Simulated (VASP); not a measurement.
# Au (Fm-3m) in VASP: a series of runs

Au is run at these levels: PBE; tasks: single point, relaxation of cell and atoms.

Everything below comes from runs of VASP 6.6.1. Logs are shortened: lines on timing, memory, paths and dates and some standing lists are left out, and cuts for length are marked.

**1. The cell of the first run**

Symmetry: Fm-3m, No. 225, cubic system. Conventional cell: a = 4.158 Å, b = 4.158 Å, c = 4.158 Å, α = 90.00°, β = 90.00°, γ = 90.00°. Within 3.9 Å of Au (site symmetry m-3m) lie 12 Au at 2.94 Å.

**2. Single point, PBE**

The input, INCAR:

```
SYSTEM = Au
  PREC = Accurate
  ENCUT = 520
  EDIFF = 1E-6
  ISMEAR = -1
  SIGMA = 0.05
  LREAL = .FALSE.
  LASPH = .TRUE.
  NELM = 100
  ALGO = Normal
  ISIF = 2
  LWAVE = .FALSE.
  LCHARG = .TRUE.
  GGA = PE
  LELF = .TRUE.
  LVHAR = .TRUE.
  NBANDS = 12
```

The input, KPOINTS:

```
Automatic mesh
0
G
  18 18 18
  0 0 0
```

The input, POSCAR:

```
Au
1.0
    0.0000000000      2.0789639816      2.0789639816
    2.0789639816      0.0000000000      2.0789639816
    2.0789639816      2.0789639816      0.0000000000
Au
1
Direct
    0.0000000000      0.0000000000      0.0000000000
```

Potentials or basis: VASP PAW PBE potentials, release 64 (Au).

The run is started by

```console
$ cat potpaw_PBE.64/Au/POTCAR > POTCAR
$ mpirun -np 1 vasp_std > vasp.out
```

OUTCAR:

```text
SYSTEM = Au
   PREC = Accurate
   ENCUT = 520
   EDIFF = 1E-6
   ISMEAR = -1
   LREAL = .FALSE.
   LASPH = .TRUE.
   NELM = 100
   ISIF = 2
   GGA = PE

 ion  position               nearest neighbor table
   1  0.000  0.000  0.000-

  LATTYP: Found a face centered cubic cell.
 ALAT       =     4.1579279632

  Lattice vectors:

 A1 = (   0.0000000000,   2.0789639816,   2.0789639816)
 A2 = (   2.0789639816,   0.0000000000,   2.0789639816)
 A3 = (   2.0789639816,   2.0789639816,   0.0000000000)

Analysis of symmetry for initial positions (statically):
=====================================================================
 Subroutine PRICEL returns:
 Original cell was already a primitive cell.

 Routine SETGRP: Setting up the symmetry group for a
 face centered cubic supercell.

 Subroutine GETGRP returns: Found 48 space group operations
 (whereof 48 operations were pure point group operations)
 out of a pool of 48 trial point group operations.

The static configuration has the point symmetry O_h .

Analysis of symmetry for dynamics (positions and initial velocities):
=====================================================================
 Subroutine PRICEL returns:
 Original cell was already a primitive cell.

 Routine SETGRP: Setting up the symmetry group for a
 face centered cubic supercell.

 Subroutine GETGRP returns: Found 48 space group operations
 (whereof 48 operations were pure point group operations)
 out of a pool of 48 trial point group operations.

The dynamic configuration has the point symmetry O_h .

 Subroutine INISYM returns: Found 48 space group operations
 (whereof 48 operations are pure point group operations),
 and found     1 'primitive' translations

----------------------------------------------------------------------------------------

                                     Primitive cell

  volume of cell :      17.9709

  direct lattice vectors                    reciprocal lattice vectors
     0.000000000  2.078963982  2.078963982    -0.240504407  0.240504407  0.240504407
     2.078963982  0.000000000  2.078963982     0.240504407 -0.240504407  0.240504407
     2.078963982  2.078963982  0.000000000     0.240504407  0.240504407 -0.240504407

  length of vectors
     2.940099058  2.940099058  2.940099058     0.416565853  0.416565853  0.416565853

  position of ions in fractional coordinates (direct lattice)
     0.000000000  0.000000000  0.000000000

  ion indices of the primitive-cell ions
   primitive index   ion index
[... 75 lines left out ...]
   EDIFFG = 0.1E-04   stopping-criterion for IOM
   NSW    =      0    number of steps for IOM
   IBRION =     -1    ionic relax: 0-MD 1-quasi-New 2-CG
   NFREE  =      0    steps in history (QN), initial steepest desc. (CG)
   ISIF   =      2    stress and relaxation
   ISYM   =      2    0-nonsym 1-usesym 2-fastsym
   POTIM  = 0.5000    time-step for ionic-motion
   TEBEG  =    0.0;   TEEND  =   0.0 temperature during run
   PSTRESS=    0.0 pullay stress
   NELECT =      11.0000    total number of electrons
   NUPDOWN=      -1.0000    fix difference up-down
   EMIN   =  10.00;   EMAX   =-10.00  energy-range for DOS
   EFERMI =   0.00;   METHOD = LEGACY
   ISMEAR =    -1;   SIGMA  =   0.05  broadening in eV -4-tet -1-fermi 0-gaus
   EFERMI_NEDOS =   21; number of points for ismear=-14 and -15
   IALGO  =     38    algorithm
   IMIX   =      4    mixing-type and parameters
     AMIX     =   0.40;   BMIX     =  1.00
     AMIX_MAG =   1.60;   BMIX_MAG =  1.00
  volume/ion in A,a.u.               =      17.97       121.27
  Fermi-wavevector in a.u.,A,eV,Ry     =   1.390002  2.626723 26.287893  1.932106
  Thomas-Fermi vector in A             =   2.513979
   LORBIT       =      0    0 simple, 1 ext, 2 COOP (PROOUT), +10 PAW based schemes
   GGA     = PE    functional components
[... 5 lines left out ...]
 non-spin polarized calculation
  energy-cutoff  :      520.00
  volume of cell :       17.97
 maximum number of plane-waves:       531
 NGX is ok and might be reduce to    24

 number of electron      11.0000001 magnetization

 Free energy of the ion-electron system (eV)
  ---------------------------------------------------
  ext. energy  EPLUGINS =         0.00000000
  ---------------------------------------------------
  free energy    TOTEN  =        -3.22276651 eV

  energy without entropy =       -3.22068118  energy(sigma->0) =       -3.22172384

 E-fermi :   8.5685     XC(G=0): -12.4006

 val. band max:        8.5505086549   @ k =   0.5000   0.2778   0.1111
 cond. band min:       8.5947443673   @ k =   0.5000   0.1667   0.0556
 fundamental gap:      0.0442357123
 Fermi energy:         8.5685258903

 k-point     1 :       0.0000    0.0000    0.0000
  band No.  band energies     occupation
      1      -0.6931      2.00000
      2       4.1967      2.00000
      3       4.1967      2.00000
      4       4.1967      2.00000
      5       5.5752      2.00000
      6       5.5752      2.00000
      7      23.1952      0.00000
      8      26.8889      0.00000
      9      26.8889      0.00000
     10      26.8889      0.00000
     11      31.6279      0.00000
     12      35.7086      0.00000
[... 331 lines left out ...]
 k-point    24 :      -0.2222    0.0556    0.0000
  band No.  band energies     occupation
      1       1.0278      2.00000
      2       3.9676      2.00000
      3       4.4797      2.00000
      4       4.5118      2.00000
      5       5.4961      2.00000
      6       5.9342      2.00000
      7      19.8480      0.00000
      8      24.1054      0.00000
      9      26.6329      0.00000
     10      29.0699      0.00000
     11      29.3880      0.00000
     12      30.9420      0.00000

 [... further k-points ...]

------------------------ aborting loop because EDIFF is reached ----------------------------------------

  FORCE on cell =-STRESS in cart. coord.  units (eV):
  Direction    XX          YY          ZZ          XY          YZ          ZX
  --------------------------------------------------------------------------------------
  -------------------------------------------------------------------------------------
  Total       -0.0274336     -0.0274336     -0.0274336      0.0000000      0.0000000     -0.0000000
  in kB       -2.4458117     -2.4458117     -2.4458117      0.0000000      0.0000000     -0.0000000
  external PRESSURE =      -2.4458117 kB  Pullay stress =       0.0000000 kB

 VOLUME and BASIS-vectors are now :
 -----------------------------------------------------------------------------
  energy-cutoff  :      520.00
  volume of cell :       17.97
      direct lattice vectors                 reciprocal lattice vectors
     0.000000000  2.078963982  2.078963982    -0.240504407  0.240504407  0.240504407
     2.078963982  0.000000000  2.078963982     0.240504407 -0.240504407  0.240504407
     2.078963982  2.078963982  0.000000000     0.240504407  0.240504407 -0.240504407

 POSITION                                       TOTAL-FORCE (eV/Angst)
 -----------------------------------------------------------------------------------
      0.00000      0.00000      0.00000         0.000000      0.000000      0.000000
 -----------------------------------------------------------------------------------
    total drift:                               -0.000000      0.000000     -0.000000

  FREE ENERGIE OF THE ION-ELECTRON SYSTEM (eV)
  ---------------------------------------------------
  free  energy   TOTEN  =        -3.2227665062 eV

  energy  without entropy=       -3.2206811805  energy(sigma->0) =       -3.22172384
```

stdout:

```text
POSCAR found type information on POSCAR Au
 POSCAR found :  1 types and       1 ions
 scaLAPACK will be used
 LDA part: xc-table for (Slater+PW92), standard interpolation
 POSCAR, INCAR and KPOINTS ok, starting setup
 FFT: planning ... GRIDC
 FFT: planning ... GRID_SOFT
 FFT: planning ... GRID
 WAVECAR not read
 entering main loop
```

Wall time 12 s (1 thread of Intel Xeon 6975P-C (Granite Rapids), shared host); peak memory 0.16 GiB.

Results:

- Free energy: -3.2228 eV
- Pressure: -0.2 GPa

Levels at points of the mesh, in eV from the Fermi level:
| k point | band 4 | band 5 | band 6 | band 7 | band 8 | band 9 |
| --- | --- | --- | --- | --- | --- | --- |
| (0.00, 0.00, 0.00) | -4.37 | -2.99 | -2.99 | 14.63 | 18.32 | 18.32 |
| (0.50, 0.00, 0.00) | -1.90 | -1.90 | -0.67 | 2.84 | 14.07 | 16.77 |
| (0.50, 0.50, 0.00) | -1.61 | -1.61 | 1.21 | 5.40 | 9.90 | 9.90 |

Caveat: spin-orbit coupling is left out, which moves the levels of the heavy elements.

**3. Relaxation of cell and atoms, PBE**

The input, INCAR:

```
ALGO     = Normal         # electronic algorithm
EDIFF    = 1E-6           # SCF threshold, eV
EDIFFG   = -0.005         # ionic threshold
ENCUT    = 600            # plane-wave cutoff, eV
GGA      = PE             # functional
IBRION   = 2              # ionic algorithm
ISIF     = 3              # what is computed and relaxed
ISMEAR   = -1             # smearing method
LASPH    = T              # aspherical terms in the spheres
LCHARG   = F              # write CHGCAR
LREAL    = F              # projectors in reciprocal space
LWAVE    = F              # write WAVECAR
NELM     = 80             # most SCF steps
NSW      = 60             # ionic steps
PREC     = Accurate       # precision mode
SIGMA    = 0.05           # smearing width, eV
```

The input, KPOINTS:

```
k-points
0
Gamma
  18 18 18
```

The input, POSCAR:

```
Au
1.0
    0.0000000000      2.0782718017      2.0782718017
    2.0782718017      0.0000000000      2.0782718017
    2.0782718017      2.0782718017      0.0000000000
Au
1
Direct
    0.0000000000      0.0000000000      0.0000000000
```

Potentials or basis: VASP PAW PBE potentials, release 64 (Au).

The run is started by

```console
$ cat potpaw_PBE.64/Au/POTCAR > POTCAR
$ mpirun -np 1 vasp_std > vasp.out
```

Run time: 8.8 s. Hardware: 1 thread of Intel Xeon 6975P-C (Granite Rapids), shared host; peak memory 0.17 GiB.

The run converged. Its results:

- Free energy: -3.2227 eV
- Pressure after relaxing: 0.0 GPa

Final structure:
```
Au
1.0
     0.00000    2.07827    2.07827
     2.07827    0.00000    2.07827
     2.07827    2.07827    0.00000
Au
1
Direct
  0.00000 0.00000 0.00000
```

Levels at points of the mesh, in eV from the Fermi level:
```tsv
k point	band 4	band 5	band 6	band 7	band 8	band 9
(0.00, 0.00, 0.00)	-4.38	-3.00	-3.00	14.63	18.32	18.32
(0.50, 0.00, 0.00)	-1.90	-1.90	-0.67	2.84	14.07	16.78
(0.50, 0.50, 0.00)	-1.61	-1.61	1.21	5.41	9.90	9.90
```

Caveat: the relaxation stopped at its first step, so nothing moved; spin-orbit coupling is left out, which moves the levels of the heavy elements.

**4. Single point, PBE**

This run uses another cell than the first one: it holds 3 atoms, not 1.

The input, INCAR:

```
SYSTEM = Au
ALGO = Normal
EDIFF = 1E-7
ENCUT = 520
GGA = PE
ISIF = 2
ISMEAR = -1
LASPH = .True.
LCHARG = .False.
LREAL = .False.
LWAVE = .False.
NBANDS = 24
NELM = 80
PREC = Accurate
SIGMA = 0.05
```

The input, KPOINTS:

```
k-points
0
Gamma
  13 13 5
  0 0 0
```

The input, POSCAR:

```
Au
1.0
    0.0000000000      2.0789639816     -2.0789639816
   -2.0789639816      0.0000000000      2.0789639816
    4.1579279633      4.1579279633      4.1579279633
Au
3
Direct
    0.0000000000      0.0000000000      0.0000000000
    0.3333333330      0.6666666670      0.3333333330
    0.6666666670      0.3333333330      0.6666666670
```

Potentials or basis: VASP PAW PBE potentials, release 64 (Au).

The run is started by

```console
$ cat potpaw_PBE.64/Au/POTCAR > POTCAR
$ mpirun -np 1 vasp_std > vasp.out
```

OUTCAR:

```text
SYSTEM = Au
   EDIFF = 1E-7
   ENCUT = 520
   GGA = PE
   ISIF = 2
   ISMEAR = -1
   LASPH = .True.
   LREAL = .False.
   NELM = 80
   PREC = Accurate

 ion  position               nearest neighbor table
   1  0.000  0.000  0.000-   2 2.94   3 2.94   3 2.94   2 2.94   3 2.94   2 2.94
   2  0.333  0.667  0.333-   1 2.94   1 2.94   1 2.94   3 2.94   3 2.94   3 2.94
   3  0.667  0.333  0.667-   1 2.94   1 2.94   1 2.94   2 2.94   2 2.94   2 2.94

  LATTYP: Found a hexagonal cell.
 ALAT       =     2.9400990585
 C/A-ratio  =     2.4494897428

[... 856 lines left out ...]

  FORCE on cell =-STRESS in cart. coord.  units (eV):
  Direction    XX          YY          ZZ          XY          YZ          ZX
  --------------------------------------------------------------------------------------
  -------------------------------------------------------------------------------------
  Total       -0.1488679     -0.1488679     -0.1488679      0.1212256      0.1212256      0.1212256
  in kB       -4.4240445     -4.4240445     -4.4240445      3.6025724      3.6025724      3.6025724
  external PRESSURE =      -4.4240445 kB  Pullay stress =       0.0000000 kB

 VOLUME and BASIS-vectors are now :
 -----------------------------------------------------------------------------
  energy-cutoff  :      520.00
  volume of cell :       53.91
      direct lattice vectors                 reciprocal lattice vectors
     0.000000000  2.078963982 -2.078963982    -0.160336271  0.320672543 -0.160336271
    -2.078963982  0.000000000  2.078963982    -0.320672543  0.160336271  0.160336271
     4.157927963  4.157927963  4.157927963     0.080168136  0.080168136  0.080168136

 POSITION                                       TOTAL-FORCE (eV/Angst)
 -----------------------------------------------------------------------------------
      0.00000      0.00000      0.00000         0.000000      0.000000      0.000000
     -0.00000      2.07896      2.07896        -0.000000     -0.000000      0.000000
      2.07896      4.15793      2.07896         0.000000      0.000000     -0.000000
 -----------------------------------------------------------------------------------
    total drift:                               -0.000000     -0.000000     -0.000000

  FREE ENERGIE OF THE ION-ELECTRON SYSTEM (eV)
  ---------------------------------------------------
  free  energy   TOTEN  =        -9.6704267942 eV

  energy  without entropy=       -9.6635535541  energy(sigma->0) =       -9.66699017
```

OSZICAR:

```text
N       E                     dE             d eps       ncg     rms          rms(c)
DAV:   1     0.199134806610E+03    0.19913E+03   -0.16401E+04  4440   0.129E+03
DAV:   2    -0.692993275402E+01   -0.20606E+03   -0.19081E+03  4768   0.291E+02
DAV:   3    -0.104459676047E+02   -0.35160E+01   -0.34941E+01  5192   0.396E+01
DAV:   4    -0.104642864391E+02   -0.18319E-01   -0.18318E-01  5024   0.300E+00
DAV:   5    -0.104644703971E+02   -0.18396E-03   -0.18396E-03  5224   0.327E-01    0.138E+01
DAV:   6    -0.972227392375E+01    0.74220E+00   -0.15986E+00  4744   0.100E+01    0.898E+00
DAV:   7    -0.967651728071E+01    0.45757E-01   -0.18073E-01  4944   0.332E+00    0.364E+00
DAV:   8    -0.967044359671E+01    0.60737E-02   -0.17116E-02  4824   0.955E-01    0.431E-01
DAV:   9    -0.967040420522E+01    0.39391E-04   -0.64153E-05  5216   0.584E-02    0.612E-02
DAV:  10    -0.967042688340E+01   -0.22678E-04   -0.10966E-05  5048   0.297E-02    0.528E-03
DAV:  11    -0.967042679422E+01    0.89183E-07   -0.46932E-07  5176   0.467E-03
   1 F= -.96704268E+01 E0= -.96669902E+01  d E =-.687324E-02
```

Wall time 37 s (1 thread of Intel Xeon 6975P-C (Granite Rapids), shared host); peak memory 0.23 GiB.

Results:

| Quantity | Value |
| --- | --- |
| Free energy | -9.6704 eV |
| Pressure | -0.4 GPa |

Caveat: spin-orbit coupling is left out, which moves the levels of the heavy elements.

**5. Overview**

```csv
task,cell,k mesh,cutoff (eV),gap on the mesh (eV),pressure (GPa)
single point,"a = 2.940 Å, angles 60.0°, 1 atom",18 × 18 × 18,520,none,-0.2
relaxation of cell and atoms,"relaxed from a = 2.939 Å, angles 60.0°, 1 atom",18 × 18 × 18,600,none,0.0
single point,"a = 2.940, b = 2.940, c = 7.202 Å, angles 90.0, 90.0, 120.0°, 3 atoms",13 × 13 × 5,520,none,-0.4
```

Alike in all rows: level PBE; potentials or basis VASP PAW PBE potentials, release 64 (Au); no spin polarisation; smearing fermi-dirac 0.05 eV.

Caveats: spin-orbit coupling is left out, which moves the levels of the heavy elements; the relaxation stopped at its first step, so nothing moved (some runs).

Total energies depend on the potentials used, so only differences within one code and one set of settings carry meaning.
